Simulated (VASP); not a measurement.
# TlIn (F-43m) in VASP: notebook

Runs on TlIn. Level: LDA. Tasks: single point.

All numbers are computed with VASP 6.6.1; they aren't measurements. Logs are shortened: lines on timing, memory, paths and dates and some standing lists are left out, and cuts for length are marked.

## 1. The cell of the first run

The structure is cubic, space group F-43m (No. 216). Conventional cell: a = 6.500 Å, b = 6.500 Å, c = 6.500 Å, α = 90.00°, β = 90.00°, γ = 90.00°. Within 3.7 Å of Tl (site symmetry -43m) lie 4 In at 2.81 Å. Within 3.7 Å of In (site symmetry -43m) lie 4 Tl at 2.81 Å.

## 2. Single point, LDA

File INCAR:

```
PREC = Accurate
ENCUT = 500
EDIFF = 1E-6
ISMEAR = -1
SIGMA = 0.1
LREAL = F
LASPH = T
NELM = 120
ALGO = Normal
ISIF = 2
LWAVE = F
LCHARG = F
GGA = CA
NBANDS = 20
GGA_COMPAT = F
```

File KPOINTS:

```
Automatic mesh
0
Gamma
  5 5 5
```

File POSCAR:

```
TlIn
1.0
    0.0000000000      3.2499810000      3.2499810000
    3.2499810000      0.0000000000      3.2499810000
    3.2499810000      3.2499810000      0.0000000000
Tl In
1 1
Direct
    0.2500000000      0.2500000000      0.2500000000
    0.0000000000      0.0000000000      0.0000000000
```

Potentials or basis: VASP PAW LDA potentials, release 64 (Tl_d, In_d).

On the command line:

```bash
$ cat potpaw_LDA.64/Tl_d/POTCAR potpaw_LDA.64/In_d/POTCAR > POTCAR
$ mpirun -np 1 vasp_std > vasp.out
```

OUTCAR:

```text
PREC = Accurate
   ENCUT = 500
   EDIFF = 1E-6
   ISMEAR = -1
   LREAL = F
   LASPH = T
   NELM = 120
   ISIF = 2
   GGA = CA

 ion  position               nearest neighbor table
   1  0.250  0.250  0.250-   2 2.81   2 2.81   2 2.81   2 2.81
   2  0.000  0.000  0.000-   1 2.81   1 2.81   1 2.81   1 2.81

  LATTYP: Found a face centered cubic cell.
 ALAT       =     6.4999620000

  Lattice vectors:

 A1 = (   0.0000000000,   3.2499810000,   3.2499810000)
 A2 = (   3.2499810000,   0.0000000000,   3.2499810000)
 A3 = (   3.2499810000,   3.2499810000,   0.0000000000)

Analysis of symmetry for initial positions (statically):
=====================================================================
 Subroutine PRICEL returns:
 Original cell was already a primitive cell.

 Routine SETGRP: Setting up the symmetry group for a
 face centered cubic supercell.

 Subroutine GETGRP returns: Found 24 space group operations
 (whereof 24 operations were pure point group operations)
 out of a pool of 48 trial point group operations.

The static configuration has the point symmetry T_d .

Analysis of symmetry for dynamics (positions and initial velocities):
=====================================================================
 Subroutine PRICEL returns:
 Original cell was already a primitive cell.

 Routine SETGRP: Setting up the symmetry group for a
 face centered cubic supercell.

 Subroutine GETGRP returns: Found 24 space group operations
 (whereof 24 operations were pure point group operations)
 out of a pool of 48 trial point group operations.

The dynamic configuration has the point symmetry T_d .

 Subroutine INISYM returns: Found 24 space group operations
 (whereof 24 operations are pure point group operations),
 and found     1 'primitive' translations

----------------------------------------------------------------------------------------

                                     Primitive cell

  volume of cell :      68.6550

  direct lattice vectors                    reciprocal lattice vectors
     0.000000000  3.249981000  3.249981000    -0.153847053  0.153847053  0.153847053
     3.249981000  0.000000000  3.249981000     0.153847053 -0.153847053  0.153847053
     3.249981000  3.249981000  0.000000000     0.153847053  0.153847053 -0.153847053

  length of vectors
     4.596167208  4.596167208  4.596167208     0.266470913  0.266470913  0.266470913

  position of ions in fractional coordinates (direct lattice)
     0.250000000  0.250000000  0.250000000
     0.000000000  0.000000000  0.000000000

  ion indices of the primitive-cell ions
   primitive index   ion index
                 1           1
                 2           2

----------------------------------------------------------------------------------------

 KPOINTS: Automatic mesh

Automatic generation of k-mesh.
 Grid dimensions read from file:
 generate k-points for:    5    5    5

 Generating k-lattice:

  Cartesian coordinates                     Fractional coordinates (reciprocal lattice)
    -0.030769411  0.030769411  0.030769411     0.200000000  0.000000000  0.000000000
     0.030769411 -0.030769411  0.030769411     0.000000000  0.200000000  0.000000000
     0.030769411  0.030769411 -0.030769411     0.000000000  0.000000000  0.200000000

  Length of vectors
     0.053294183  0.053294183  0.053294183

  Shift w.r.t. Gamma in fractional coordinates (k-lattice)
     0.000000000  0.000000000  0.000000000

 Subroutine IBZKPT returns following result:
 ===========================================

 Found     10 irreducible k-points:

 Following reciprocal coordinates:
            Coordinates               Weight
  0.000000  0.000000  0.000000      1.000000
  0.200000  0.000000  0.000000      8.000000
  0.400000  0.000000  0.000000      8.000000
  0.200000  0.200000  0.000000      6.000000
  0.400000  0.200000  0.000000     24.000000
 -0.400000  0.200000  0.000000     24.000000
 -0.200000  0.200000  0.000000     12.000000
  0.400000  0.400000  0.000000      6.000000
 -0.400000  0.400000  0.000000     12.000000
 -0.400000  0.400000  0.200000     24.000000
   k-points           NKPTS =     10   k-points in BZ     NKDIM =     10   number of bands    NBANDS=     20
   number of dos      NEDOS =    301   number of ions     NIONS =      2
   total plane-waves  NPLWV =  46656
   dimension x,y,z NGX =    36 NGY =   36 NGZ =   36
   dimension x,y,z NGXF=    72 NGYF=   72 NGZF=   72
   ions per type =               1   1
   NGX,Y,Z   is equivalent  to a cutoff of  13.02, 13.02, 13.02 a.u.
   NGXF,Y,Z  is equivalent  to a cutoff of  26.04, 26.04, 26.04 a.u.
 SYSTEM =  unknown system
   PREC   = accura    normal or accurate (medium, high low for compatibility)
   ISTART =      0    job   : 0-new  1-cont  2-samecut
   ICHARG =      2    charge: 1-file 2-atom 10-const
   ISPIN  =      1    spin polarized calculation?
   LNONCOLLINEAR =      F non collinear calculations
   LSORBIT =      F    spin-orbit coupling
   LASPH  =      T    aspherical Exc in radial PAW
   ENCUT  =  500.0 eV  36.75 Ry    6.06 a.u.   8.38  8.38  8.38*2*pi/ulx,y,z
   NELM   =    120;   NELMIN=  2; NELMDL= -5     # of ELM steps
   EDIFF  = 0.1E-05   stopping-criterion for ELM
   LREAL  =      F    real-space projection
   EDIFFG = 0.1E-04   stopping-criterion for IOM
   NSW    =      0    number of steps for IOM
   IBRION =     -1    ionic relax: 0-MD 1-quasi-New 2-CG
   NFREE  =      0    steps in history (QN), initial steepest desc. (CG)
   ISIF   =      2    stress and relaxation
   ISYM   =      2    0-nonsym 1-usesym 2-fastsym
   POTIM  = 0.5000    time-step for ionic-motion
   TEBEG  =    0.0;   TEEND  =   0.0 temperature during run
   PSTRESS=    0.0 pullay stress
   NELECT =      26.0000    total number of electrons
   NUPDOWN=      -1.0000    fix difference up-down
   EMIN   =  10.00;   EMAX   =-10.00  energy-range for DOS
   EFERMI =   0.00;   METHOD = LEGACY
   ISMEAR =    -1;   SIGMA  =   0.10  broadening in eV -4-tet -1-fermi 0-gaus
   EFERMI_NEDOS =   21; number of points for ismear=-14 and -15
   IALGO  =     38    algorithm
   IMIX   =      4    mixing-type and parameters
     AMIX     =   0.40;   BMIX     =  1.00
     AMIX_MAG =   1.60;   BMIX_MAG =  1.00
  volume/ion in A,a.u.               =      34.33       231.65
  Fermi-wavevector in a.u.,A,eV,Ry     =   1.184427  2.238243 19.087183  1.402868
  Thomas-Fermi vector in A             =   2.320642
   LORBIT       =      0    0 simple, 1 ext, 2 COOP (PROOUT), +10 PAW based schemes
   GGA     = CA    functional components
   LHFCALC =     F    Hartree Fock is set to
   AEXX    =    0.0000 exact exchange contribution
   IVDW    =     0    specifies the selected vdW correction
   LEPSILON=     F    determine dielectric tensor
   LRPA    =     F    only Hartree local field effects (RPA)
 non-spin polarized calculation
  energy-cutoff  :      500.00
  volume of cell :       68.66
 maximum number of plane-waves:      1807
 NGX is ok and might be reduce to    36
   NGX = 17   NGY = 17   NGZ = 17

 number of electron      25.9999995 magnetization

 Free energy of the ion-electron system (eV)
  ---------------------------------------------------
  ext. energy  EPLUGINS =         0.00000000
  ---------------------------------------------------
  free energy    TOTEN  =        -5.35473961 eV

  energy without entropy =       -5.29390191  energy(sigma->0) =       -5.32432076

 E-fermi :   4.0217     XC(G=0):  -9.1853

 val. band max:        4.0111068032   @ k =  -0.4000   0.4000   0.0000
 cond. band min:       4.6403918875   @ k =   0.4000   0.2000   0.0000
 fundamental gap:      0.6292850843
 Fermi energy:         4.0217207866

 k-point     1 :       0.0000    0.0000    0.0000
  band No.  band energies     occupation
      1     -10.2910      2.00000
      2     -10.2910      2.00000
      3     -10.2910      2.00000
      4     -10.2176      2.00000
      5     -10.2176      2.00000
      6      -7.3099      2.00000
[... 12 lines left out ...]
     19      10.1398      0.00000
     20      13.5301      0.00000

 k-point     2 :       0.2000    0.0000    0.0000
  band No.  band energies     occupation
      1     -10.2963      2.00000
      2     -10.2955      2.00000
      3     -10.2955      2.00000
      4     -10.2079      2.00000
      5     -10.2079      2.00000
      6      -7.3410      2.00000
[... 12 lines left out ...]
     19      11.6056      0.00000
     20      12.8278      0.00000

 k-point     3 :       0.4000    0.0000    0.0000
  band No.  band energies     occupation
      1     -10.3056      2.00000
      2     -10.2974      2.00000
      3     -10.2974      2.00000
      4     -10.1978      2.00000
      5     -10.1978      2.00000
      6      -7.3887      2.00000
[... 12 lines left out ...]
     19      13.2362      0.00000
     20      14.0556      0.00000

 k-point     4 :       0.2000    0.2000    0.0000
  band No.  band energies     occupation
      1     -10.3072      2.00000
      2     -10.2923      2.00000
      3     -10.2923      2.00000
      4     -10.2093      2.00000
      5     -10.2004      2.00000
      6      -7.3756      2.00000
[... 12 lines left out ...]
     19      11.6176      0.00000
     20      12.7239      0.00000

 k-point     5 :       0.4000    0.2000    0.0000
  band No.  band energies     occupation
      1     -10.3142      2.00000
      2     -10.2967      2.00000
      3     -10.2950      2.00000
      4     -10.2017      2.00000
      5     -10.1877      2.00000
      6      -7.4088      2.00000
[... 12 lines left out ...]
     19      13.4968      0.00000
     20      14.6390      0.00000

 k-point     6 :      -0.4000    0.2000    0.0000
  band No.  band energies     occupation
      1     -10.3169      2.00000
      2     -10.3005      2.00000
      3     -10.2939      2.00000
      4     -10.1954      2.00000
      5     -10.1865      2.00000
      6      -7.4148      2.00000
[... 12 lines left out ...]
     19      13.1418      0.00000
     20      13.8259      0.00000

 k-point     7 :      -0.2000    0.2000    0.0000
  band No.  band energies     occupation
      1     -10.3064      2.00000
      2     -10.3029      2.00000
      3     -10.2919      2.00000
      4     -10.1995      2.00000
      5     -10.1968      2.00000
      6      -7.3829      2.00000
[... 12 lines left out ...]
     19      12.2509      0.00000
     20      13.5401      0.00000

 k-point     8 :       0.4000    0.4000    0.0000
  band No.  band energies     occupation
      1     -10.3197      2.00000
      2     -10.2949      2.00000
      3     -10.2949      2.00000
      4     -10.2108      2.00000
      5     -10.1723      2.00000
      6      -7.4388      2.00000
[... 12 lines left out ...]
     19      14.2699      0.00000
     20      15.9945      0.00000

 k-point     9 :      -0.4000    0.4000    0.0000
  band No.  band energies     occupation
      1     -10.3225      2.00000
      2     -10.2977      2.00000
      3     -10.2960      2.00000
      4     -10.2028      2.00000
      5     -10.1720      2.00000
      6      -7.4396      2.00000
[... 12 lines left out ...]
     19      13.8170      0.00000
     20      14.7080      0.00000

 k-point    10 :      -0.4000    0.4000    0.2000
  band No.  band energies     occupation
      1     -10.3211      2.00000
      2     -10.3031      2.00000
      3     -10.2928      2.00000
      4     -10.1950      2.00000
      5     -10.1797      2.00000
      6      -7.4308      2.00000
[... 12 lines left out ...]
     19      14.1717      0.00000
     20      14.8752      0.00000

------------------------ aborting loop because EDIFF is reached ----------------------------------------

  FORCE on cell =-STRESS in cart. coord.  units (eV):
  Direction    XX          YY          ZZ          XY          YZ          ZX
  --------------------------------------------------------------------------------------
  -------------------------------------------------------------------------------------
  Total        0.5554691      0.5554691      0.5554691     -0.0000000      0.0000000      0.0000000
  in kB       12.9627754     12.9627754     12.9627754     -0.0000000      0.0000000      0.0000000
  external PRESSURE =      12.9627754 kB  Pullay stress =       0.0000000 kB

 VOLUME and BASIS-vectors are now :
 -----------------------------------------------------------------------------
  energy-cutoff  :      500.00
  volume of cell :       68.66
      direct lattice vectors                 reciprocal lattice vectors
     0.000000000  3.249981000  3.249981000    -0.153847053  0.153847053  0.153847053
     3.249981000  0.000000000  3.249981000     0.153847053 -0.153847053  0.153847053
     3.249981000  3.249981000  0.000000000     0.153847053  0.153847053 -0.153847053

 POSITION                                       TOTAL-FORCE (eV/Angst)
 -----------------------------------------------------------------------------------
      1.62499      1.62499      1.62499         0.000000      0.000000      0.000000
      0.00000      0.00000      0.00000        -0.000000     -0.000000     -0.000000
 -----------------------------------------------------------------------------------
    total drift:                               -0.000000     -0.000000     -0.000000

  FREE ENERGIE OF THE ION-ELECTRON SYSTEM (eV)
  ---------------------------------------------------
  free  energy   TOTEN  =        -5.3547396089 eV

  energy  without entropy=       -5.2939019052  energy(sigma->0) =       -5.32432076
```

Wall time 29 s (1 thread of AMD EPYC 7R13, shared host); peak memory 0.14 GiB.

Results:

| Property | Result |
| --- | --- |
| Free energy | -5.3547 eV |
| Pressure | 1.3 GPa |
| Band gap on the k mesh | zero (band 13 reaches 6.98 eV, above the bottom of band 14 at 3.75 eV) |

Caveat: spin-orbit coupling is left out, which moves the levels of the heavy elements.

## 3. Single point, LDA

File INCAR:

```
PREC = Accurate ; ENCUT = 500
EDIFF = 1E-6 ; ISMEAR = -1
SIGMA = 0.1 ; LREAL = F
LASPH = T ; NELM = 120
ALGO = Normal ; ISIF = 2
LWAVE = F ; LCHARG = T
LELF = T ; LVHAR = T
NBANDS = 20 ; GGA_COMPAT = F
```

KPOINTS is that of step 2.

POSCAR is that of step 2.

Potentials or basis: VASP PAW LDA potentials, release 64 (Tl_d, In_d).

On the command line:

```bash
$ cat potpaw_LDA.64/Tl_d/POTCAR potpaw_LDA.64/In_d/POTCAR > POTCAR
$ mpirun -np 1 vasp_std > vasp.out
```

Run time: 34 s. Hardware: 1 thread of AMD EPYC 7R13, shared host; peak memory 0.14 GiB.

It converged, with:

- Free energy: -5.3547 eV
- Pressure: 1.3 GPa
- Band gap on the k mesh: zero (band 13 reaches 6.98 eV, above the bottom of band 14 at 3.75 eV)

Levels at points of the mesh, in eV from the Fermi level:
```csv
k point,band 10,band 11,band 12,band 13,band 14,band 15,band 16,band 17
"(0.00, 0.00, 0.00)",-11.18,-8.93,1.84,2.96,2.96,2.96,4.61,4.61
```

Caveat: spin-orbit coupling is left out, which moves the levels of the heavy elements.

## 4. Single point, LDA

File INCAR:

```
SYSTEM = TlIn
  PREC = Accurate
  ENCUT = 500
  EDIFF = 1E-6
  ISMEAR = -1
  SIGMA = 0.1
  LREAL = .FALSE.
  LASPH = .TRUE.
  NELM = 120
  ALGO = Normal
  ISIF = 2
  LWAVE = .FALSE.
  LCHARG = .FALSE.
  NBANDS = 20
  GGA_COMPAT = .FALSE.
```

File KPOINTS:

```
Automatic mesh
0
G
  5 5 5
  0 0 0
```

POSCAR is that of step 3.

On the command line:

```bash
$ cat potpaw_LDA.64/Tl_d/POTCAR potpaw_LDA.64/In_d/POTCAR > POTCAR
$ mpirun -np 1 vasp_std > vasp.out
```

It took 32 s on 1 thread of AMD EPYC 7R13, shared host; peak memory 0.14 GiB.

Results (log left out):

```yaml
Free_energy: -5.3547 eV
Pressure: 1.3 GPa
Band_gap_on_the_k_mesh: zero (band 13 reaches 6.98 eV, above the bottom of band 14 at 3.75 eV)
```

Levels at points of the mesh, in eV from the Fermi level:
```csv
k point,band 10,band 11,band 12,band 13,band 14,band 15,band 16,band 17
"(0.00, 0.00, 0.00)",-11.18,-8.93,1.84,2.96,2.96,2.96,4.61,4.61
```

Caveat: spin-orbit coupling is left out, which moves the levels of the heavy elements.

## 5. Single point, LDA

File INCAR:

```
PREC = Accurate
ENCUT = 500
EDIFF = 1E-6
ISMEAR = -1
SIGMA = 0.1
LREAL = False
LASPH = True
NELM = 120
ALGO = Normal
ISIF = 2
LWAVE = False
LCHARG = False
NBANDS = 20
GGA_COMPAT = False
```

File KPOINTS:

```
regular mesh
0
Gamma
  8 8 8
```

POSCAR is that of step 4.

On the command line:

```bash
$ cat potpaw_LDA.64/Tl_d/POTCAR potpaw_LDA.64/In_d/POTCAR > POTCAR
$ mpirun -np 1 vasp_std > vasp.out
```

Wall time 86 s (1 thread of AMD EPYC 7R13, shared host); peak memory 0.16 GiB.

It converged, with:

| Quantity | Value |
| --- | --- |
| Free energy | -5.3151 eV |
| Pressure | 0.9 GPa |
| Band gap on the k mesh | zero (band 13 reaches 6.98 eV, above the bottom of band 14 at 3.03 eV) |

Levels at points of the mesh, in eV from the Fermi level:
```tsv
k point	band 9	band 10	band 11	band 12	band 13	band 14	band 15	band 16	band 17	band 18
(0.00, 0.00, 0.00)	-11.37	-11.37	-9.10	1.67	2.78	2.78	2.78	4.43	4.43	4.43
(0.50, 0.00, 0.00)	-11.37	-11.37	-7.22	-4.40	1.22	1.22	2.09	5.48	5.48	6.54
(0.50, 0.50, 0.00)	-11.38	-11.38	-6.21	-4.90	-0.48	-0.48	2.48	2.86	10.46	10.46
```

Caveat: spin-orbit coupling is left out, which moves the levels of the heavy elements.
